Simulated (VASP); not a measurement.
# Re (Fm-3m) in VASP: a series of runs

Runs on Re. Level: r2SCAN. Tasks: single point, relaxation of cell and atoms.

Program: VASP 6.6.1. These are calculated values, not measurements. Logs are shortened: lines on timing, memory, paths and dates and some standing lists are left out, and cuts for length are marked.

## Step 1: The cell of the first run

It takes space group Fm-3m (No. 225, cubic). The conventional cell has a = 3.892 Å, b = 3.892 Å, c = 3.892 Å, α = 90.00°, β = 90.00°, γ = 90.00°. Re (site symmetry m-3m) has 12 Re at 2.75 Å within 3.6 Å.

This isn't the form of Re at room conditions, which is hcp.

## Step 2: Single point, r2SCAN

Input file POSCAR:

```
Re
1.0
    0.0000000000      1.9461363800      1.9461363800
    1.9461363800      0.0000000000      1.9461363800
    1.9461363800      1.9461363800      0.0000000000
Re
1
Direct
    0.0000000000      0.0000000000      0.0000000000
```

Input file INCAR.step1:

```
PREC = Accurate
ENCUT = 520
ISMEAR = 1
SIGMA = 0.05
LREAL = F
LASPH = T
NELM = 100
NBANDS = 10
GGA = PE
ALGO = Normal
EDIFF = 1E-4
LWAVE = T
LCHARG = F
```

Input file INCAR.step2:

```
PREC = Accurate
ENCUT = 520
EDIFF = 1E-7
ISMEAR = 1
SIGMA = 0.05
LREAL = F
LASPH = T
NELM = 100
ALGO = Normal
ISIF = 2
LWAVE = F
LCHARG = F
METAGGA = R2SCAN
LMIXTAU = T
NBANDS = 10
ISTART = 1
```

Input file KPOINTS:

```
regular mesh
0
Gamma
  10 10 10
```

Potentials or basis: VASP PAW PBE potentials, release 64 (Re).

Started as:

```bash
cat potpaw_PBE.64/Re/POTCAR > POTCAR
cp INCAR.step1 INCAR
mpirun -np 1 vasp_std > vasp.out
cp INCAR.step2 INCAR
mpirun -np 1 vasp_std > vasp.out
```

OUTCAR:

```text
PREC = Accurate
   ENCUT = 520
   EDIFF = 1E-7
   ISMEAR = 1
   LREAL = F
   LASPH = T
   NELM = 100
   ISIF = 2
   METAGGA = R2SCAN
   ISTART = 1

 ion  position               nearest neighbor table
   1  0.000  0.000  0.000-

  LATTYP: Found a face centered cubic cell.
 ALAT       =     3.8922727600

  Lattice vectors:

 A1 = (   0.0000000000,   1.9461363800,   1.9461363800)
 A2 = (   1.9461363800,   0.0000000000,   1.9461363800)
 A3 = (   1.9461363800,   1.9461363800,   0.0000000000)

Analysis of symmetry for initial positions (statically):
=====================================================================
 Subroutine PRICEL returns:
 Original cell was already a primitive cell.

 Routine SETGRP: Setting up the symmetry group for a
 face centered cubic supercell.

 Subroutine GETGRP returns: Found 48 space group operations
 (whereof 48 operations were pure point group operations)
 out of a pool of 48 trial point group operations.

The static configuration has the point symmetry O_h .

Analysis of symmetry for dynamics (positions and initial velocities):
=====================================================================
 Subroutine PRICEL returns:
 Original cell was already a primitive cell.

 Routine SETGRP: Setting up the symmetry group for a
 face centered cubic supercell.

 Subroutine GETGRP returns: Found 48 space group operations
 (whereof 48 operations were pure point group operations)
 out of a pool of 48 trial point group operations.

The dynamic configuration has the point symmetry O_h .

 Subroutine INISYM returns: Found 48 space group operations
 (whereof 48 operations are pure point group operations),
 and found     1 'primitive' translations

----------------------------------------------------------------------------------------

                                     Primitive cell

  volume of cell :      14.7418

  direct lattice vectors                    reciprocal lattice vectors
     0.000000000  1.946136380  1.946136380    -0.256919302  0.256919302  0.256919302
     1.946136380  0.000000000  1.946136380     0.256919302 -0.256919302  0.256919302
     1.946136380  1.946136380  0.000000000     0.256919302  0.256919302 -0.256919302

  length of vectors
     2.752252463  2.752252463  2.752252463     0.444997284  0.444997284  0.444997284

  position of ions in fractional coordinates (direct lattice)
     0.000000000  0.000000000  0.000000000

  ion indices of the primitive-cell ions
   primitive index   ion index
                 1           1

----------------------------------------------------------------------------------------

 KPOINTS: regular mesh

Automatic generation of k-mesh.
 Grid dimensions read from file:
 generate k-points for:   10   10   10

 Generating k-lattice:

  Cartesian coordinates                     Fractional coordinates (reciprocal lattice)
    -0.025691930  0.025691930  0.025691930     0.100000000  0.000000000  0.000000000
     0.025691930 -0.025691930  0.025691930     0.000000000  0.100000000  0.000000000
     0.025691930  0.025691930 -0.025691930     0.000000000  0.000000000  0.100000000

  Length of vectors
     0.044499728  0.044499728  0.044499728

  Shift w.r.t. Gamma in fractional coordinates (k-lattice)
     0.000000000  0.000000000  0.000000000

 Subroutine IBZKPT returns following result:
 ===========================================

 Found     47 irreducible k-points:

 Following reciprocal coordinates:
            Coordinates               Weight
  0.000000  0.000000  0.000000      1.000000
  0.100000  0.000000  0.000000      8.000000
  0.200000  0.000000  0.000000      8.000000
  0.300000  0.000000  0.000000      8.000000
  0.400000  0.000000  0.000000      8.000000
  0.500000  0.000000  0.000000      4.000000
[... 16 lines left out ...]
  0.300000  0.300000  0.000000      6.000000
  0.400000  0.300000  0.000000     24.000000
 [... further k-points ...]
   k-points           NKPTS =     47   k-points in BZ     NKDIM =     47   number of bands    NBANDS=     10
   number of dos      NEDOS =    301   number of ions     NIONS =      1
   total plane-waves  NPLWV =   8000
   dimension x,y,z NGX =    20 NGY =   20 NGZ =   20
   dimension x,y,z NGXF=    40 NGYF=   40 NGZF=   40
   ions per type =               1
   NGX,Y,Z   is equivalent  to a cutoff of  12.08, 12.08, 12.08 a.u.
   NGXF,Y,Z  is equivalent  to a cutoff of  24.16, 24.16, 24.16 a.u.
 SYSTEM =  unknown system
   PREC   = accura    normal or accurate (medium, high low for compatibility)
   ISTART =      1    job   : 0-new  1-cont  2-samecut
   ICHARG =      0    charge: 1-file 2-atom 10-const
   ISPIN  =      1    spin polarized calculation?
   LNONCOLLINEAR =      F non collinear calculations
   LSORBIT =      F    spin-orbit coupling
   LASPH  =      T    aspherical Exc in radial PAW
   ENCUT  =  520.0 eV  38.22 Ry    6.18 a.u.   5.12  5.12  5.12*2*pi/ulx,y,z
   NELM   =    100;   NELMIN=  2; NELMDL=  0     # of ELM steps
   EDIFF  = 0.1E-06   stopping-criterion for ELM
   LREAL  =      F    real-space projection
   EDIFFG = 0.1E-05   stopping-criterion for IOM
   NSW    =      0    number of steps for IOM
   IBRION =     -1    ionic relax: 0-MD 1-quasi-New 2-CG
   NFREE  =      0    steps in history (QN), initial steepest desc. (CG)
   ISIF   =      2    stress and relaxation
   ISYM   =      2    0-nonsym 1-usesym 2-fastsym
   POTIM  = 0.5000    time-step for ionic-motion
   TEBEG  =    0.0;   TEEND  =   0.0 temperature during run
   PSTRESS=    0.0 pullay stress
   NELECT =       7.0000    total number of electrons
   NUPDOWN=      -1.0000    fix difference up-down
   EMIN   =  10.00;   EMAX   =-10.00  energy-range for DOS
   EFERMI =   0.00;   METHOD = LEGACY
   ISMEAR =     1;   SIGMA  =   0.05  broadening in eV -4-tet -1-fermi 0-gaus
   EFERMI_NEDOS =   21; number of points for ismear=-14 and -15
   IALGO  =     38    algorithm
   IMIX   =      4    mixing-type and parameters
     AMIX     =   0.40;   BMIX     =  1.00
     AMIX_MAG =   1.60;   BMIX_MAG =  1.00
  volume/ion in A,a.u.               =      14.74        99.48
  Fermi-wavevector in a.u.,A,eV,Ry     =   1.277196  2.413551 22.194229  1.631230
  Thomas-Fermi vector in A             =   2.409809
   LORBIT       =      0    0 simple, 1 ext, 2 COOP (PROOUT), +10 PAW based schemes
   METAGGA = R2SCAN    functional components
   LHFCALC =     F    Hartree Fock is set to
   AEXX    =    0.0000 exact exchange contribution
   IVDW    =     0    specifies the selected vdW correction
   LEPSILON=     F    determine dielectric tensor
   LRPA    =     F    only Hartree local field effects (RPA)
 non-spin polarized calculation
 Methfessel and Paxton  Order N= 1 SIGMA  =   0.05
  energy-cutoff  :      520.00
  volume of cell :       14.74
 maximum number of plane-waves:       411
   NGX = 11   NGY = 11   NGZ = 11

 number of electron       7.0000001 magnetization

 Free energy of the ion-electron system (eV)
  ---------------------------------------------------
  ext. energy  EPLUGINS =         0.00000000
  ---------------------------------------------------
  free energy    TOTEN  =       -52.40061238 eV

  energy without entropy =      -52.39989716  energy(sigma->0) =      -52.40037397

 E-fermi :   8.0513     XC(G=0): -14.9774

 val. band max:        7.9866815918   @ k =  -0.2000   0.2000   0.0000
 cond. band min:       8.0568284532   @ k =  -0.3000   0.3000   0.1000
 fundamental gap:      0.0701468614
 Fermi energy:         8.0513407550

 k-point     1 :       0.0000    0.0000    0.0000
  band No.  band energies     occupation
      1      -2.6732      2.00000
      2       5.9414      2.00000
      3       5.9414      2.00000
      4       5.9414      2.00000
      5       9.3537      0.00000
      6       9.3537      0.00000
      7      22.4760      0.00000
      8      28.5635      0.00000
      9      28.5635      0.00000
     10      28.5635      0.00000

 k-point     2 :       0.1000    0.0000    0.0000
  band No.  band energies     occupation
      1      -2.1952      2.00000
      2       5.6274      2.00000
      3       6.1549      2.00000
      4       6.1549      2.00000
      5       9.1928      0.00000
      6       9.1928      0.00000
      7      23.3805      0.00000
      8      26.5690      0.00000
      9      29.4313      0.00000
     10      29.4313      0.00000

 k-point     3 :       0.2000    0.0000    0.0000
  band No.  band energies     occupation
      1      -0.9554      2.00000
      2       5.0946      2.00000
      3       6.4815      2.00000
      4       6.4815      2.00000
      5       9.1569      0.00000
      6       9.1569      0.00000
      7      23.6253      0.00000
      8      25.7991      0.00000
      9      31.7918      0.00000
     10      31.7918      0.00000

 k-point     4 :       0.3000    0.0000    0.0000
  band No.  band energies     occupation
      1       0.2985      2.00000
      2       5.3304      2.00000
      3       6.3135      2.00000
      4       6.3135      2.00000
      5      10.0150      0.00000
      6      10.0150      0.00000
      7      21.5170      0.00000
      8      25.7470      0.00000
      9      33.6834      0.00000
     10      33.6882      0.00000

 k-point     5 :       0.4000    0.0000    0.0000
  band No.  band energies     occupation
      1       0.7264      2.00000
      2       5.9450      2.00000
      3       5.9450      2.00000
      4       6.9101      2.00000
      5      11.2921      0.00000
      6      11.2921      0.00000
      7      19.6077      0.00000
      8      23.0251      0.00000
      9      30.4064      0.00000
     10      30.4064      0.00000

 k-point     6 :       0.5000    0.0000    0.0000
  band No.  band energies     occupation
      1       0.7473      2.00000
      2       5.7874      2.00000
      3       5.7874      2.00000
      4       8.0580      0.77787
      5      11.9177      0.00000
      6      11.9177      0.00000
      7      18.4167      0.00000
      8      21.9612      0.00000
      9      29.0732      0.00000
     10      29.0732      0.00000
[... 183 lines left out ...]
 k-point    21 :      -0.3000    0.2000    0.0000
  band No.  band energies     occupation
      1       2.2765      2.00000
      2       4.8539      2.00000
      3       4.9309      2.00000
      4       7.2544      2.00000
      5       9.4638      0.00000
      6      13.7674      0.00000
      7      20.9637      0.00000
      8      25.4943      0.00000
      9      26.4368      0.00000
     10      32.7133      0.00000

 k-point    22 :      -0.2000    0.2000    0.0000
  band No.  band energies     occupation
      1       1.3486      2.00000
      2       4.3192      2.00000
      3       5.6969      2.00000
      4       7.6197      2.00000
      5       7.9867      2.06960
      6      12.1428      0.00000
      7      23.1769      0.00000
      8      27.3511      0.00000
      9      27.7101      0.00000
     10      29.6439      0.00000

 k-point    23 :       0.3000    0.3000    0.0000
  band No.  band energies     occupation
      1       1.1528      2.00000
      2       2.8500      2.00000
      3       6.8158      2.00000
      4       9.2749      0.00000
      5       9.2749      0.00000
      6      10.9335      0.00000
      7      26.3266      0.00000
      8      26.3266      0.00000
      9      27.3238      0.00000
     10      31.0003      0.00000

 k-point    24 :       0.4000    0.3000    0.0000
  band No.  band energies     occupation
      1       1.5232      2.00000
      2       2.5735      2.00000
      3       6.8866      2.00000
      4       9.5798      0.00000
      5      11.2698      0.00000
      6      11.7732      0.00000
      7      22.7514      0.00000
      8      24.8528      0.00000
      9      26.3813      0.00000
     10      30.9776      0.00000

 [... further k-points ...]
[... 5 lines left out ...]
  --------------------------------------------------------------------------------------
  -------------------------------------------------------------------------------------
  Total       -0.0101552     -0.0101552     -0.0101552      0.0000000      0.0000000     -0.0000000
  in kB       -1.1036925     -1.1036925     -1.1036925      0.0000000      0.0000000     -0.0000000
  external PRESSURE =      -1.1036925 kB  Pullay stress =       0.0000000 kB

 VOLUME and BASIS-vectors are now :
 -----------------------------------------------------------------------------
  energy-cutoff  :      520.00
  volume of cell :       14.74
      direct lattice vectors                 reciprocal lattice vectors
     0.000000000  1.946136380  1.946136380    -0.256919302  0.256919302  0.256919302
     1.946136380  0.000000000  1.946136380     0.256919302 -0.256919302  0.256919302
     1.946136380  1.946136380  0.000000000     0.256919302  0.256919302 -0.256919302

 POSITION                                       TOTAL-FORCE (eV/Angst)
 -----------------------------------------------------------------------------------
      0.00000      0.00000      0.00000         0.000000      0.000000      0.000000
 -----------------------------------------------------------------------------------
    total drift:                               -0.000000      0.000000      0.000000

  FREE ENERGIE OF THE ION-ELECTRON SYSTEM (eV)
  ---------------------------------------------------
  free  energy   TOTEN  =       -52.4006123753 eV

  energy  without entropy=      -52.3998971551  energy(sigma->0) =      -52.40037397
```

Wall time 33 s (1 thread of Intel Xeon 8259CL, shared host); peak memory 0.13 GiB.

Results:

* Free energy: -52.4006 eV
* Pressure: -0.1 GPa
* Band gap on the k mesh: zero (an odd number of electrons rules out a gap without spin polarisation)

Caveat: the PAW data sets were made with another functional, which shifts forces and pressure a little; spin-orbit coupling is left out, which moves the levels of the heavy elements.

## Step 3: Single point, r2SCAN

POSCAR is that of step 2.

Input file INCAR.step1:

```
PREC = Accurate ; ENCUT = 520
ISMEAR = 1 ; SIGMA = 0.05
LREAL = False ; LASPH = True
NELM = 60 ; NBANDS = 10
GGA = PE ; ALGO = Normal
EDIFF = 1E-4 ; LWAVE = True
LCHARG = False
```

Input file INCAR.step2:

```
PREC = Accurate ; ENCUT = 520
EDIFF = 1E-6 ; ISMEAR = 1
SIGMA = 0.05 ; LREAL = False
LASPH = True ; NELM = 60
ALGO = Normal ; ISIF = 2
LWAVE = False ; LCHARG = True
METAGGA = R2SCAN ; LMIXTAU = True
LELF = True ; LVHAR = True
NBANDS = 10 ; ISTART = 1
```

Input file KPOINTS:

```
regular mesh
0
Gamma
  13 13 13
```

Potentials or basis: VASP PAW PBE potentials, release 64 (Re).

Started as:

```bash
cat potpaw_PBE.64/Re/POTCAR > POTCAR
cp INCAR.step1 INCAR
mpirun -np 1 vasp_std > vasp.out
cp INCAR.step2 INCAR
mpirun -np 1 vasp_std > vasp.out
```

Wall time 64 s (1 thread of Intel Xeon 8259CL, shared host); peak memory 0.14 GiB.

The run converged. Its results:

- Free energy: -52.3885 eV
- Pressure: 0.2 GPa
- Band gap on the k mesh: zero (an odd number of electrons rules out a gap without spin polarisation)

Levels at points of the mesh, in eV from the Fermi level:
```csv
k point,band 1,band 2,band 3,band 4,band 5,band 6,band 7,band 8,band 9
"(0.00, 0.00, 0.00)",-10.70,-2.09,-2.09,-2.09,1.32,1.32,14.44,20.54,20.54
```

Caveat: the PAW data sets were made with another functional, which shifts forces and pressure a little; spin-orbit coupling is left out, which moves the levels of the heavy elements.

## Step 4: Relaxation of cell and atoms, r2SCAN

This run uses another cell than the first one, of 15.41 Å³/atom.

Input file POSCAR:

```
Re
1.0
    0.0000000000      1.9750000000      1.9750000000
    1.9750000000      0.0000000000      1.9750000000
    1.9750000000      1.9750000000      0.0000000000
Re
1
Direct
    0.0000000000      0.0000000000      0.0000000000
```

Input file INCAR.step1:

```
ALGO = Normal ; EDIFF = 1E-4
ENCUT = 600 ; GGA = PE
ISMEAR = 1 ; LASPH = T
LCHARG = F ; LREAL = F
LWAVE = T ; NELM = 100
PREC = Accurate ; SIGMA = 0.05
```

Input file INCAR.step2:

```
ALGO = Normal ; EDIFF = 1E-6
EDIFFG = -0.02 ; ENCUT = 600
IBRION = 2 ; ISIF = 3
ISMEAR = 1 ; ISTART = 1
LASPH = T ; LCHARG = F
LMIXTAU = T ; LREAL = F
LWAVE = F ; METAGGA = R2SCAN
NELM = 100 ; NSW = 60
PREC = Accurate ; SIGMA = 0.05
```

Input file KPOINTS:

```
k-points
0
Gamma
  10 10 10
```

Started as:

```bash
cat potpaw_PBE.64/Re/POTCAR > POTCAR
cp INCAR.step1 INCAR
mpirun -np 1 vasp_std > vasp.out
cp INCAR.step2 INCAR
mpirun -np 1 vasp_std > vasp.out
```

Wall time 2.8 min (1 thread of Intel Xeon 8259CL, shared host); peak memory 0.16 GiB.

Results (log left out):

```
Free energy                           : -52.4016 eV
Relaxed volume                        : 14.74 Å³/atom
Relaxed cell                          : a = 2.752 Å, b = 2.752 Å, c = 2.752 Å, α = 60.00°, β = 60.00°, γ = 60.00°
Space group after relaxing (to 0.1 Å) : Fm-3m (No. 225)
Pressure after relaxing               : 0.0 GPa
Band gap on the k mesh                : zero (an odd number of electrons rules out a gap without spin polarisation)
```

Final structure:
```
CELL_PARAMETERS angstrom
0.00000 1.94620 1.94620
1.94620 0.00000 1.94620
1.94620 1.94620 0.00000
ATOMIC_POSITIONS crystal
Re 0.00000 0.00000 0.00000
```

Levels at points of the mesh, in eV from the Fermi level:
| k point | band 1 | band 2 | band 3 | band 4 | band 5 | band 6 | band 7 |
| --- | --- | --- | --- | --- | --- | --- | --- |
| (0.00, 0.00, 0.00) | -10.72 | -2.11 | -2.11 | -2.11 | 1.30 | 1.30 | 14.42 |
| (0.50, 0.00, 0.00) | -7.30 | -2.26 | -2.26 | 0.00 | 3.87 | 3.87 | 10.36 |
| (0.50, 0.50, 0.00) | -7.19 | -6.36 | 2.73 | 3.88 | 4.58 | 4.58 | 12.79 |

Caveat: the PAW data sets were made with another functional, which shifts forces and pressure a little; spin-orbit coupling is left out, which moves the levels of the heavy elements.

## Step 5: Summary

| task | cell | k mesh | cutoff (eV) | gap on the mesh (eV) | pressure (GPa) |
| --- | --- | --- | --- | --- | --- |
| single point | a = 2.752 Å, angles 60.0°, 1 atom | 10 × 10 × 10 | 520 | none | -0.1 |
| single point | a = 2.752 Å, angles 60.0°, 1 atom | 13 × 13 × 13 | 520 | none | 0.2 |
| relaxation of cell and atoms | relaxed from a = 2.793 Å, angles 60.0°, 1 atom | 10 × 10 × 10 | 600 | none | 0.0 |

Alike in all rows: level r2SCAN; potentials or basis VASP PAW PBE potentials, release 64 (Re); no spin polarisation; smearing methfessel-paxton 0.05 eV.

Caveats: the PAW data sets were made with another functional, which shifts forces and pressure a little; spin-orbit coupling is left out, which moves the levels of the heavy elements.

Absolute energies hang on the potentials; compare differences alone.

The gap in the log of VASP goes by the Fermi energy; the results here count the filled bands.